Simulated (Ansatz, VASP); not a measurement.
## Two plane-wave programs on MgBe2SO2

```
Mg Be S O
1.0
     3.30702    0.00000    0.00000
     0.00000    3.30702    0.00000
     0.00000    0.00000    5.65427
Mg Be S O
1 2 1 2
Cartesian
  0.0000 0.0000 0.9878
  1.6535 0.0000 5.6206
  0.0000 1.6535 5.6206
  1.6535 1.6535 4.7080
  0.0000 0.0000 3.5742
  1.6535 1.6535 2.0979
```

Change from the starting cell: species swapped into the LaGdCl2O2 type (P4mm, No. 99).

Alike in both runs: task single point; functional PBE; k mesh 6 × 6 × 4; occupations gaussian, width 0.1 eV; collinear spin.

```csv
,VASP,Ansatz
version,VASP 6.6.1,Ansatz 0.2.0
potentials or method,"VASP PAW PBE potentials, release 64 (Mg, Be, S, O), cutoff 520 eV","scalar-relativistic, plane waves, PAW"
valence electrons in the cell,24,32
```

VASP gave:

```
gap on the k mesh at the Fermi level (eV)                     : none
rms of the force components (eV/Å)                            : 3.551
net moment per atom (μB)                                      : 0.22
size of the moment on the site where the two differ most (μB) : 0.87
```

Q: Estimate Ansatz's values.

A: gap on the k mesh at the Fermi level (eV): none; rms of the force components (eV/Å): 3.525; net moment per atom (μB): 0.22; size of the moment on the site where the two differ most (μB): 1.01.

Site moments also hang on the region over which each program counts them. Atom by atom the forces differ by 0.031 eV/Å (rms over components). A gap of «none» marks a metal or a gap that the smearing closes. VASP's potentials hold 24 valence electrons a cell and Ansatz's 32, so a difference there can come from the potentials and not from the codes.
